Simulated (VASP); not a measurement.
# NaI (P2/m) in VASP: further runs

The runs below take NaI through single point, with PBE+D3(BJ).

All numbers are computed with VASP 6.6.1; they aren't measurements. Logs are shortened: lines on timing, memory, paths and dates and some standing lists are left out, and cuts for length are marked.

**1. The cell of the first run**

It takes space group P2/m (No. 10, monoclinic). Conventional cell: a = 3.356 Å, b = 4.102 Å, c = 4.539 Å, α = 90.00°, β = 106.35°, γ = 90.00°. Within 4.2 Å of Na (site symmetry 2/m) lie 8 I at 3.17 to 3.78 Å and 4 Na at 3.36 to 4.10 Å. I (site symmetry 2/m) has 8 Na at 3.17 to 3.78 Å and 4 I at 3.35 to 4.10 Å within 4.2 Å.

**2. Single point, PBE+D3(BJ) (engineering shear strain xz -0.3000, normal strain along z -0.0733)**

INCAR reads:

```
SYSTEM = NaI
PREC = Accurate
ENCUT = 520
EDIFF = 1E-6
ISMEAR = 0
SIGMA = 0.05
LREAL = .False.
LASPH = .True.
NELM = 60
ALGO = Normal
ISIF = 2
LWAVE = .False.
LCHARG = .False.
GGA = PE
IVDW = 12
NBANDS = 22
```

KPOINTS reads:

```
regular mesh
0
Gamma
  6 8 4
  0 0 0
```

POSCAR reads:

```
NaI
1.0
    4.7722534545      0.0000000000     -0.7158380182
    0.0000000000      4.1018944388      0.0000000000
   -1.0160667574      0.0000000000      6.2772604272
Na I
2 2
Direct
    0.2500000000      0.5000000000      0.2499880837
    0.7500000000      0.5000000000      0.7500119163
    0.2500000000      0.0000000000      0.7499134626
    0.7500000000      0.0000000000      0.2500865374
```

Potentials or basis: VASP PAW PBE potentials, release 64 (Na_pv, I).

Launch:

```console
$ cat potpaw_PBE.64/Na_pv/POTCAR potpaw_PBE.64/I/POTCAR > POTCAR
$ mpirun -np 1 vasp_std > vasp.out
```

OUTCAR:

```text
SYSTEM = NaI
   PREC = Accurate
   ENCUT = 520
   EDIFF = 1E-6
   ISMEAR = 0
   LREAL = .False.
   LASPH = .True.
   NELM = 60
   ISIF = 2
   GGA = PE
   IVDW = 12
 IVDW          = 12

 ion  position               nearest neighbor table
   1  0.250  0.500  0.250-   4 3.17   4 3.17   4 3.17   4 3.17
   2  0.750  0.500  0.750-   3 3.17   3 3.17   3 3.17   3 3.17
   3  0.250  0.000  0.750-   2 3.17   2 3.17   2 3.17   2 3.17   4 3.35   4 3.36
   4  0.750  0.000  0.250-   1 3.17   1 3.17   1 3.17   1 3.17   3 3.35   3 3.36

  LATTYP: Found a simple monoclinic cell.
 ALAT       =     4.8256426621
 B/A-ratio  =     0.8500203447
 C/A-ratio  =     1.3177439459
 COS(beta)  =    -0.3044517627

  Lattice vectors:

 A1 = (   4.7722534545,   0.0000000000,  -0.7158380182)
 A2 = (   0.0000000000,   4.1018944388,   0.0000000000)
 A3 = (  -1.0160667574,   0.0000000000,   6.2772604272)

Analysis of symmetry for initial positions (statically):
=====================================================================
 Subroutine PRICEL returns:
 Original cell was already a primitive cell.

 Routine SETGRP: Setting up the symmetry group for a
 simple monoclinic supercell.

 Subroutine GETGRP returns: Found  4 space group operations
 (whereof  4 operations were pure point group operations)
 out of a pool of  4 trial point group operations.

The static configuration has the point symmetry C_2h.

Analysis of symmetry for dynamics (positions and initial velocities):
=====================================================================
 Subroutine PRICEL returns:
 Original cell was already a primitive cell.

 Routine SETGRP: Setting up the symmetry group for a
 simple monoclinic supercell.

 Subroutine GETGRP returns: Found  4 space group operations
 (whereof  4 operations were pure point group operations)
 out of a pool of  4 trial point group operations.

The dynamic configuration has the point symmetry C_2h.

 Subroutine INISYM returns: Found  4 space group operations
 (whereof  4 operations are pure point group operations),
 and found     1 'primitive' translations

----------------------------------------------------------------------------------------

                                     Primitive cell

  volume of cell :     119.8957

  direct lattice vectors                    reciprocal lattice vectors
     4.772253455  0.000000000 -0.715838018     0.214758894  0.000000000  0.034761880
     0.000000000  4.101894439  0.000000000     0.000000000  0.243789794  0.000000000
    -1.016066757  0.000000000  6.277260427     0.024490394  0.000000000  0.163269294

  length of vectors
     4.825642662  4.101894439  6.358961403     0.217554065  0.243789794  0.165095856

  position of ions in fractional coordinates (direct lattice)
     0.250000000  0.500000000  0.249988084
     0.750000000  0.500000000  0.750011916
     0.250000000  0.000000000  0.749913463
     0.750000000  0.000000000  0.250086537

  ion indices of the primitive-cell ions
   primitive index   ion index
                 1           1
                 2           2
                 3           3
                 4           4

----------------------------------------------------------------------------------------

 KPOINTS: regular mesh

Automatic generation of k-mesh.
 Grid dimensions read from file:
 generate k-points for:    6    8    4

 Generating k-lattice:

  Cartesian coordinates                     Fractional coordinates (reciprocal lattice)
     0.035793149  0.000000000  0.005793647     0.166666667  0.000000000  0.000000000
     0.000000000  0.030473724  0.000000000     0.000000000  0.125000000  0.000000000
     0.006122599  0.000000000  0.040817323     0.000000000  0.000000000  0.250000000

  Length of vectors
     0.036259011  0.030473724  0.041273964

  Shift w.r.t. Gamma in fractional coordinates (k-lattice)
     0.000000000  0.000000000  0.000000000

 Subroutine IBZKPT returns following result:
 ===========================================

 Found     70 irreducible k-points:

 Following reciprocal coordinates:
            Coordinates               Weight
  0.000000  0.000000  0.000000      1.000000
  0.166667  0.000000  0.000000      2.000000
  0.333333  0.000000 -0.000000      2.000000
  0.500000  0.000000  0.000000      1.000000
  0.000000  0.125000  0.000000      2.000000
  0.166667  0.125000  0.000000      4.000000
[... 16 lines left out ...]
  0.333333  0.000000  0.250000      2.000000
  0.500000  0.000000  0.250000      2.000000
 [... further k-points ...]
   k-points           NKPTS =     70   k-points in BZ     NKDIM =     70   number of bands    NBANDS=     22
   number of dos      NEDOS =    301   number of ions     NIONS =      4
   total plane-waves  NPLWV =  55296
   dimension x,y,z NGX =    36 NGY =   32 NGZ =   48
   dimension x,y,z NGXF=    72 NGYF=   64 NGZF=   96
   ions per type =               2   2
   NGX,Y,Z   is equivalent  to a cutoff of  12.40, 12.97, 12.55 a.u.
   NGXF,Y,Z  is equivalent  to a cutoff of  24.80, 25.94, 25.10 a.u.
 SYSTEM =  NaI
   PREC   = accura    normal or accurate (medium, high low for compatibility)
   ISTART =      0    job   : 0-new  1-cont  2-samecut
   ICHARG =      2    charge: 1-file 2-atom 10-const
   ISPIN  =      1    spin polarized calculation?
   LNONCOLLINEAR =      F non collinear calculations
   LSORBIT =      F    spin-orbit coupling
   LASPH  =      T    aspherical Exc in radial PAW
   ENCUT  =  520.0 eV  38.22 Ry    6.18 a.u.   8.97  7.63 11.82*2*pi/ulx,y,z
   NELM   =     60;   NELMIN=  2; NELMDL= -5     # of ELM steps
   EDIFF  = 0.1E-05   stopping-criterion for ELM
   LREAL  =      F    real-space projection
   EDIFFG = 0.1E-04   stopping-criterion for IOM
   NSW    =      0    number of steps for IOM
   IBRION =     -1    ionic relax: 0-MD 1-quasi-New 2-CG
   NFREE  =      0    steps in history (QN), initial steepest desc. (CG)
   ISIF   =      2    stress and relaxation
   ISYM   =      2    0-nonsym 1-usesym 2-fastsym
   POTIM  = 0.5000    time-step for ionic-motion
   TEBEG  =    0.0;   TEEND  =   0.0 temperature during run
   PSTRESS=    0.0 pullay stress
   NELECT =      28.0000    total number of electrons
   NUPDOWN=      -1.0000    fix difference up-down
   EMIN   =  10.00;   EMAX   =-10.00  energy-range for DOS
   EFERMI =   0.00;   METHOD = LEGACY
   ISMEAR =     0;   SIGMA  =   0.05  broadening in eV -4-tet -1-fermi 0-gaus
   EFERMI_NEDOS =   21; number of points for ismear=-14 and -15
   IALGO  =     38    algorithm
   IMIX   =      4    mixing-type and parameters
     AMIX     =   0.40;   BMIX     =  1.00
     AMIX_MAG =   1.60;   BMIX_MAG =  1.00
  volume/ion in A,a.u.               =      29.97       202.27
  Fermi-wavevector in a.u.,A,eV,Ry     =   1.008153  1.905133 13.828581  1.016372
  Thomas-Fermi vector in A             =   2.141002
   LORBIT       =      0    0 simple, 1 ext, 2 COOP (PROOUT), +10 PAW based schemes
   GGA     = PE    functional components
   LHFCALC =     F    Hartree Fock is set to
   AEXX    =    0.0000 exact exchange contribution
   IVDW    =    12    specifies the selected vdW correction
   LEPSILON=     F    determine dielectric tensor
   LRPA    =     F    only Hartree local field effects (RPA)
 non-spin polarized calculation
 Gauss-broadening in eV      SIGMA  =   0.05
  energy-cutoff  :      520.00
  volume of cell :      119.90
 maximum number of plane-waves:      3252
   NGX = 17   NGY = 15   NGZ = 23

 number of electron      28.0000002 magnetization

 Free energy of the ion-electron system (eV)
  ---------------------------------------------------
  ext. energy  EPLUGINS =         0.00000000
  ---------------------------------------------------
  free energy    TOTEN  =        -8.96067607 eV

  energy without entropy =       -8.96053353  energy(sigma->0) =       -8.96060480

 E-fermi :   4.5991     XC(G=0):  -8.2078

 val. band max:        4.5503086071   @ k =   0.0000   0.5000   0.0000
 cond. band min:       4.6436705950   @ k =   0.0000   0.0000   0.0000
 fundamental gap:      0.0933619879
 Fermi energy:         4.5990865114

 k-point     1 :       0.0000    0.0000    0.0000
  band No.  band energies     occupation
      1     -21.1441      2.00000
      2     -21.0930      2.00000
      3     -21.0512      2.00000
      4     -21.0455      2.00000
      5     -21.0423      2.00000
      6     -21.0393      2.00000
[... 14 lines left out ...]
     21      10.6679      0.00000
     22      12.2612      0.00000

 k-point     2 :       0.1667    0.0000    0.0000
  band No.  band energies     occupation
      1     -21.1407      2.00000
      2     -21.0964      2.00000
      3     -21.0507      2.00000
      4     -21.0458      2.00000
      5     -21.0427      2.00000
      6     -21.0401      2.00000
[... 14 lines left out ...]
     21      11.0943      0.00000
     22      11.6691      0.00000

 k-point     3 :       0.3333    0.0000   -0.0000
  band No.  band energies     occupation
      1     -21.1314      2.00000
      2     -21.1058      2.00000
      3     -21.0495      2.00000
      4     -21.0467      2.00000
      5     -21.0433      2.00000
      6     -21.0417      2.00000
[... 14 lines left out ...]
     21      11.0446      0.00000
     22      11.3371      0.00000
[... 476 lines left out ...]
 k-point    23 :       0.3333    0.0000    0.2500
  band No.  band energies     occupation
      1     -21.1252      2.00000
      2     -21.1120      2.00000
      3     -21.0487      2.00000
      4     -21.0475      2.00000
      5     -21.0442      2.00000
      6     -21.0407      2.00000
[... 14 lines left out ...]
     21      10.7936      0.00000
     22      11.5962      0.00000

 k-point    24 :       0.5000    0.0000    0.2500
  band No.  band energies     occupation
      1     -21.1368      2.00000
      2     -21.1006      2.00000
      3     -21.0499      2.00000
      4     -21.0461      2.00000
      5     -21.0456      2.00000
      6     -21.0402      2.00000
[... 14 lines left out ...]
     21      11.0152      0.00000
     22      11.5486      0.00000

 [... further k-points ...]

------------------------ aborting loop because EDIFF is reached ----------------------------------------

 Edisp (eV)   -1.14563

 E8    (eV) :    -0.5289

  FORCE on cell =-STRESS in cart. coord.  units (eV):
  Direction    XX          YY          ZZ          XY          YZ          ZX
  --------------------------------------------------------------------------------------
  -------------------------------------------------------------------------------------
  Total       2.36842    -0.53545     6.75479     0.00000     0.00000     7.20961
  in kB      31.64937    -7.15525    90.26496     0.00000     0.00000    96.34274
  external pressure =       38.25 kB  Pullay stress =        0.00 kB

 VOLUME and BASIS-vectors are now :
 -----------------------------------------------------------------------------
  energy-cutoff  :      520.00
  volume of cell :      119.90
      direct lattice vectors                 reciprocal lattice vectors
     4.772253455  0.000000000 -0.715838018     0.214758894  0.000000000  0.034761880
     0.000000000  4.101894439  0.000000000     0.000000000  0.243789794  0.000000000
    -1.016066757  0.000000000  6.277260427     0.024490394  0.000000000  0.163269294

 POSITION                                       TOTAL-FORCE (eV/Angst)
 -----------------------------------------------------------------------------------
      0.93906      2.05095      1.39028         0.000028     -0.000000      0.000131
      2.81713      2.05095      4.17114        -0.000028      0.000000     -0.000131
      0.43110      0.00000      4.52844         0.003766      0.000000      0.004234
      3.32509      0.00000      1.03298        -0.003766      0.000000     -0.004234
 -----------------------------------------------------------------------------------
    total drift:                                0.000000      0.000000     -0.000000

  FREE ENERGIE OF THE ION-ELECTRON SYSTEM (eV)
  ---------------------------------------------------
  free  energy   TOTEN  =       -10.1063065568 eV

  energy  without entropy=      -10.1061640151  energy(sigma->0) =      -10.10623529
```

It took 3 min on 1 thread of Intel Xeon 8259CL, shared host; peak memory 0.33 GiB.

What came out:

```yaml
Free_energy: -10.1063 eV
Pressure: 3.8 GPa
Largest_force: 0.006 eV/Å
Band_gap_on_the_k_mesh: 0.09 eV
Dispersion_energy_per_atom: -0.286 eV
```

Forces on the atoms (eV/Å):
```
Na   0.000  0.000  0.000
Na   0.000  0.000  0.000
I    0.004  0.000  0.004
I   -0.004  0.000 -0.004
```

Caveat: the cell differs from its parent crystal (engineering shear strain xz -0.3000, normal strain along z -0.0733); the stress differs along the axes, from -1 to 9 GPa; semilocal functionals underestimate gaps, and a narrow one can read as zero; spin-orbit coupling is left out, which moves the levels of the heavy elements. A k mesh can miss the band edges.

(Continued in part 2 of 2.)
